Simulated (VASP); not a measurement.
Input of a VASP 6.6.1 run:

File INCAR:

```
SYSTEM = SbAsAu
ALGO = Normal ; DIPOL = 0.5 0.5 0.294
EDIFF = 1E-6 ; ENCUT = 520
GGA = PE ; IDIPOL = 3
ISIF = 2 ; ISMEAR = 0
LASPH = .TRUE. ; LCHARG = .FALSE.
LDIPOL = .TRUE. ; LREAL = .FALSE.
LWAVE = .FALSE. ; NBANDS = 18
NELM = 80 ; PREC = Accurate
SIGMA = 0.1
```

Contents of KPOINTS:

```
k-points
0
G
  12 12 1
  0 0 0
```

Contents of POSCAR:

```
SbAsAu
1.0
    4.9433802758      0.0000000000      0.0000000000
   -2.4716901379      4.2810928994      0.0000000000
    0.0000000000      0.0000000000     23.8000000000
Sb As Au
1 1 1
Direct
    0.0000000000      0.0000000000      0.2941176471
    0.3333333333      0.6666666667      0.2941176471
    0.6666666667      0.3333333333      0.2941176471
```

Potentials or basis: VASP PAW PBE potentials, release 64 (Sb, As, Au).

Command:

```console
$ cat potpaw_PBE.64/Sb/POTCAR potpaw_PBE.64/As/POTCAR potpaw_PBE.64/Au/POTCAR > POTCAR
$ mpirun -np 1 vasp_std > vasp.out
```

Problem. Predict the band gap on the k mesh.

Solution. Zero (an odd number of electrons rules out a gap without spin polarisation).

Caveat: spin-orbit coupling is left out, which moves the levels of the heavy elements.
